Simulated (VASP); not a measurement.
# Si3N4 (Fd-3m) in VASP: notebook, part 2 of 2

VASP 6.6.1. The steps go on from the part before.

## 4. Relaxation of the atoms, PBE

The COD entry that gives the cell may itself be a prediction, so a difference from it is no test against experiment.

INCAR

```
SYSTEM = Si3N4
PREC = Accurate ; ENCUT = 520
EDIFF = 1E-7 ; ISMEAR = -1
SIGMA = 0.02 ; LREAL = .FALSE.
LASPH = .TRUE. ; NELM = 80
ALGO = Normal ; ISIF = 2
LWAVE = .FALSE. ; LCHARG = .FALSE.
GGA = PE ; IBRION = 2
NSW = 80 ; EDIFFG = -0.02
LUSENCCL = .FALSE.
```

KPOINTS

```
Automatic mesh
0
G
  6 6 6
  0 0 0
```

POSCAR

```
Si3N4
1.0
    0.0000000000      3.8382500000      3.8382500000
    3.8382500000      0.0000000000      3.8382500000
    3.8382500000      3.8382500000      0.0000000000
Si N
6 8
Direct
    0.1250000000      0.1250000000      0.1250000000
    0.6250000000      0.1250000000      0.1250000000
    0.1250000000      0.1250000000      0.6250000000
    0.1250000000      0.6250000000      0.1250000000
    0.5000000000      0.5000000000      0.5000000000
    0.7500000000      0.7500000000      0.7500000000
    0.8824000000      0.8824000000      0.8824000000
    0.8972000000      0.3676000000      0.3676000000
    0.8824000000      0.8824000000      0.3528000000
    0.3676000000      0.8972000000      0.3676000000
    0.3528000000      0.8824000000      0.8824000000
    0.3676000000      0.3676000000      0.3676000000
    0.8824000000      0.3528000000      0.8824000000
    0.3676000000      0.3676000000      0.8972000000
```

Potentials or basis: VASP PAW PBE potentials, release 64 (Si, N).

Started as:

```bash
> cat potpaw_PBE.64/Si/POTCAR potpaw_PBE.64/N/POTCAR > POTCAR
> mpirun -np 1 vasp_std > vasp.out
```

OUTCAR:

```text
SYSTEM = Si3N4
   PREC = Accurate
   ENCUT = 520
   EDIFF = 1E-7
   ISMEAR = -1
   LREAL = .FALSE.
   LASPH = .TRUE.
   NELM = 80
   ISIF = 2
   GGA = PE
   IBRION = 2
   NSW = 80
   EDIFFG = -0.02

 ion  position               nearest neighbor table
   1  0.125  0.125  0.125-   8 1.86  10 1.86  11 1.86  13 1.86   9 1.86  14 1.86   2 2.71   3 2.71
                             4 2.71   3 2.71   4 2.71   2 2.71
   2  0.625  0.125  0.125-   9 1.86  14 1.86  13 1.86  10 1.86   7 1.86  12 1.86   1 2.71   3 2.71
                             4 2.71   1 2.71   3 2.71   4 2.71
   3  0.125  0.125  0.625-   8 1.86  10 1.86  11 1.86  13 1.86  12 1.86   7 1.86   1 2.71   1 2.71
                             2 2.71   4 2.71   4 2.71   2 2.71
   4  0.125  0.625  0.125-   9 1.86  14 1.86  11 1.86   8 1.86  12 1.86   7 1.86   1 2.71   3 2.71
                             1 2.71   2 2.71   3 2.71   2 2.71
   5  0.500  0.500  0.500-  12 1.76  10 1.76   8 1.76  14 1.76
   6  0.750  0.750  0.750-   7 1.76   9 1.76  11 1.76  13 1.76
   7  0.882  0.882  0.882-   6 1.76   4 1.86   2 1.86   3 1.86
   8  0.897  0.368  0.368-   5 1.76   3 1.86   4 1.86   1 1.86
   9  0.882  0.882  0.353-   6 1.76   4 1.86   2 1.86   1 1.86
  10  0.368  0.897  0.368-   5 1.76   3 1.86   2 1.86   1 1.86
  11  0.353  0.882  0.882-   6 1.76   3 1.86   4 1.86   1 1.86
  12  0.368  0.368  0.368-   5 1.76   4 1.86   2 1.86   3 1.86
  13  0.882  0.353  0.882-   6 1.76   3 1.86   2 1.86   1 1.86
  14  0.368  0.368  0.897-   5 1.76   4 1.86   2 1.86   1 1.86

  LATTYP: Found a face centered cubic cell.
 ALAT       =     7.6765000000

  Lattice vectors:

 A1 = (   0.0000000000,   3.8382500000,   3.8382500000)
 A2 = (   3.8382500000,   0.0000000000,   3.8382500000)
 A3 = (   3.8382500000,   3.8382500000,   0.0000000000)

Analysis of symmetry for initial positions (statically):
=====================================================================
 Subroutine PRICEL returns:
 Original cell was already a primitive cell.

 Routine SETGRP: Setting up the symmetry group for a
 face centered cubic supercell.

 Subroutine GETGRP returns: Found 48 space group operations
 (whereof 24 operations were pure point group operations)
[... 143 lines left out ...]
   PSTRESS=    0.0 pullay stress
   NELECT =      64.0000    total number of electrons
   NUPDOWN=      -1.0000    fix difference up-down
   EMIN   =  10.00;   EMAX   =-10.00  energy-range for DOS
   EFERMI =   0.00;   METHOD = LEGACY
   ISMEAR =    -1;   SIGMA  =   0.02  broadening in eV -4-tet -1-fermi 0-gaus
   EFERMI_NEDOS =   21; number of points for ismear=-14 and -15
   IALGO  =     38    algorithm
   IMIX   =      4    mixing-type and parameters
     AMIX     =   0.40;   BMIX     =  1.00
     AMIX_MAG =   1.60;   BMIX_MAG =  1.00
  volume/ion in A,a.u.               =       8.08        54.51
  Fermi-wavevector in a.u.,A,eV,Ry     =   1.354123  2.558922 24.948324  1.833650
  Thomas-Fermi vector in A             =   2.481321
   LORBIT       =      0    0 simple, 1 ext, 2 COOP (PROOUT), +10 PAW based schemes
   GGA     = PE    functional components
   LHFCALC =     F    Hartree Fock is set to
   AEXX    =    0.0000 exact exchange contribution
   IVDW    =     0    specifies the selected vdW correction
   LEPSILON=     F    determine dielectric tensor
   LRPA    =     F    only Hartree local field effects (RPA)
 conjugate gradient relaxation of ions
 non-spin polarized calculation
  energy-cutoff  :      520.00
  volume of cell :      113.09
 maximum number of plane-waves:      3071
   NGX = 21   NGY = 21   NGZ = 21

--------------------------------------- Ionic step        1  -------------------------------------------

 number of electron      64.0000010 magnetization

 Free energy of the ion-electron system (eV)
  ---------------------------------------------------
  ext. energy  EPLUGINS =         0.00000000
  ---------------------------------------------------
  free energy    TOTEN  =      -112.27083528 eV

  energy without entropy =     -112.27083528  energy(sigma->0) =     -112.27083528

------------------------ aborting loop because EDIFF is reached ----------------------------------------

  FORCE on cell =-STRESS in cart. coord.  units (eV):
  Direction    XX          YY          ZZ          XY          YZ          ZX
  --------------------------------------------------------------------------------------
  -------------------------------------------------------------------------------------
  Total        9.8392181      9.8392181      9.8392181      0.0000000      0.0000000     -0.0000000
  in kB      139.3931395    139.3931395    139.3931395      0.0000000      0.0000000     -0.0000000
  external PRESSURE =     139.3931395 kB  Pullay stress =       0.0000000 kB
[... 83 lines left out ...]
--------------------------------------- Ionic step        3  -------------------------------------------

 number of electron      64.0000010 magnetization

 Free energy of the ion-electron system (eV)
  ---------------------------------------------------
  ext. energy  EPLUGINS =         0.00000000
  ---------------------------------------------------
  free energy    TOTEN  =      -112.27215148 eV

  energy without entropy =     -112.27215148  energy(sigma->0) =     -112.27215148

 E-fermi :  10.1839     XC(G=0): -12.4269

 val. band max:        9.6755121200   @ k =  -0.1667   0.1667   0.0000
 cond. band min:      13.1803508565   @ k =   0.0000   0.0000   0.0000
 fundamental gap:      3.5048387365
 Fermi energy:        10.1838589256

 k-point     1 :       0.0000    0.0000    0.0000
  band No.  band energies     occupation
      1      -9.5174      2.00000
      2      -6.0762      2.00000
      3      -5.1279      2.00000
      4      -5.1279      2.00000
      5      -5.1279      2.00000
      6      -4.0953      2.00000
[... 718 lines left out ...]
  FREE ENERGIE OF THE ION-ELECTRON SYSTEM (eV)
  ---------------------------------------------------
  free  energy   TOTEN  =      -112.2721514833 eV

  energy  without entropy=     -112.2721514833  energy(sigma->0) =     -112.27215148

 reached required accuracy - stopping structural energy minimisation
```

OSZICAR:

```text
N       E                     dE             d eps       ncg     rms          rms(c)
DAV:   1     0.280068299958E+03    0.28007E+03   -0.33191E+04  1280   0.152E+03
DAV:   2    -0.107926933393E+03   -0.38800E+03   -0.37242E+03  1640   0.307E+02
[... 26 lines left out ...]
DAV:   2    -0.112272321182E+03   -0.11480E-03   -0.94243E-03  1512   0.528E-01    0.826E-02
DAV:   3    -0.112272147375E+03    0.17381E-03   -0.59715E-04  1544   0.145E-01    0.378E-02
DAV:   4    -0.112272151867E+03   -0.44918E-05   -0.16542E-04  1536   0.616E-02    0.303E-02
DAV:   5    -0.112272154091E+03   -0.22239E-05   -0.16987E-05  1656   0.264E-02    0.953E-03
DAV:   6    -0.112272151389E+03    0.27013E-05   -0.11367E-05  1496   0.200E-02    0.234E-03
DAV:   7    -0.112272151470E+03   -0.80505E-07   -0.10619E-06  1512   0.511E-03    0.960E-04
DAV:   8    -0.112272151483E+03   -0.13453E-07   -0.39793E-08   944   0.109E-03
   3 F= -.11227215E+03 E0= -.11227215E+03  d E =-.131620E-02
```

It used 81 s of CPU time on 1 × NVIDIA H100 80GB with 1 thread of AMD EPYC 7R13 Processor (Zen 3), with other jobs on the host.

Results:

| Quantity | Value |
| --- | --- |
| Free energy | -112.2722 eV |
| Energy gained by relaxing | 0.1 meV/atom |
| Ionic steps | 3 |
| Pressure after relaxing | 13.8 GPa |
| Band gap on the k mesh | 3.50 eV, indirect (least direct gap 3.53 eV) |

The path:
| step | energy change (eV) | largest force (eV/Å) | pressure (GPa) |
| --- | --- | --- | --- |
| 1 | 0.0000 | 0.1293 | 13.94 |
| 2 | 0.0015 | 0.1880 | 13.70 |
| 3 | -0.0013 | 0.0003 | 13.84 |

Final structure:
```yaml
crystal:
  lattice:
    - [0.00000, 3.83825, 3.83825]
    - [3.83825, 0.00000, 3.83825]
    - [3.83825, 3.83825, 0.00000]
  atoms:
    - { symbol: Si, position: [0.12500, 0.12500, 0.12500] }
    - { symbol: Si, position: [0.62500, 0.12500, 0.12500] }
    - { symbol: Si, position: [0.12500, 0.12500, 0.62500] }
    - { symbol: Si, position: [0.12500, 0.62500, 0.12500] }
    - { symbol: Si, position: [0.50000, 0.50000, 0.50000] }
    - { symbol: Si, position: [0.75000, 0.75000, 0.75000] }
    - { symbol: N, position: [0.88221, 0.88221, 0.88221] }
    - { symbol: N, position: [0.89663, 0.36779, 0.36779] }
    - { symbol: N, position: [0.88221, 0.88221, 0.35337] }
    - { symbol: N, position: [0.36779, 0.89663, 0.36779] }
    - { symbol: N, position: [0.35337, 0.88221, 0.88221] }
    - { symbol: N, position: [0.36779, 0.36779, 0.36779] }
    - { symbol: N, position: [0.88221, 0.35337, 0.88221] }
    - { symbol: N, position: [0.36779, 0.36779, 0.89663] }
```

A k mesh can miss the band edges.
